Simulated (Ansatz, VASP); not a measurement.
## MnS: VASP beside Ansatz

Contents of INCAR:

```
SYSTEM = MnS
ALGO = Normal
EDIFF = 1E-6
ENCUT = 520
GGA = PS
ISIF = 2
ISMEAR = 1
ISPIN = 2
LASPH = .True.
LCHARG = .False.
LDAU = .True.
LDAUJ = 0 0
LDAUL = 2 -1
LDAUPRINT = 1
LDAUTYPE = 2
LDAUU = 4 0
LMAXMIX = 4
LORBIT = 11
LREAL = .False.
LWAVE = .False.
MAGMOM = 4 0
NBANDS = 20
NELM = 150
PREC = Accurate
SIGMA = 0.05
```

File KPOINTS:

```
k-points
0
Gamma
  6 6 6
  0 0 0
```

POSCAR

```
MnS
1.0
    0.0000000000      2.8066527081      2.8066527081
    2.8066527081      0.0000000000      2.8066527081
    2.8066527081      2.8066527081      0.0000000000
Mn S
1 1
Direct
    0.0000000000      0.0000000000      0.0000000000
    0.2500000000      0.2500000000      0.2500000000
```

Input for Ansatz:

```yaml
crystal:
  lattice:
    - [-2.5447418955787416e-19, 2.806652708145758, 2.806652708145758]
    - [2.806652708145758, 1.7813193269051188e-18, 2.806652708145758]
    - [2.806652708145758, 2.806652708145758, 1.0178967582314965e-18]
  atoms:
    - { symbol: Mn, position: [-4.484319189599909e-19, 3.4222435920630883e-19, 3.186226792610461e-19], spin: 4.0 }
    - { symbol: S, position: [0.25, 0.25, 0.25], spin: 0.0 }
basis:
  ecutwfc: 557.833418042754
kpoints:
  mp_grid:
    grid: [6, 6, 6]
hamiltonian:
  xc: pbesol
  pseudopotentials:
    kind: paw
  hubbard:
    - { species: Mn, l: d, u_eff: 4.0 }
magnetization:
  spin_polarized: true
scf:
  occupations:
    method: cold
    width: 0.05
output:
  forces: true
  stress: true
```

Alike in both runs: task single point; functional PBEsol; k mesh 6 × 6 × 6; collinear spin; Hubbard terms Mn d U = 4.0 eV.

|  | VASP | Ansatz |
| --- | --- | --- |
| version | VASP 6.6.1 | Ansatz 0.2.0 |
| potentials or method | VASP PAW PBE potentials, release 64 (Mn_pv, S), cutoff 520 eV | plane waves, PAW |
| occupations | methfessel-paxton of order 1, width 0.05 eV | cold, width 0.05 eV |
| valence electrons in the cell | 19 | 21 |

VASP gave:

| Quantity | Value |
| --- | --- |
| pressure (GPa) | 2.0 |
| net moment per atom (μB) | 2.50 |
| size of the moment on the site where the two differ most (μB) | 4.57 |

**Question.** What did Ansatz give for the same quantities?

**Answer.** Pressure (GPa): 1.9; net moment per atom (μB): 2.50; size of the moment on the site where the two differ most (μB): 4.35.

VASP's potentials were made for PBE, not for PBEsol. Site moments also hang on the region over which each program counts them. The programs project onto different local orbitals, so the same U acts differently, and such runs can settle in different states. VASP's potentials hold 19 valence electrons a cell and Ansatz's 21, so a difference there can come from the potentials and not from the codes. Ansatz's warnings: stability check not made.
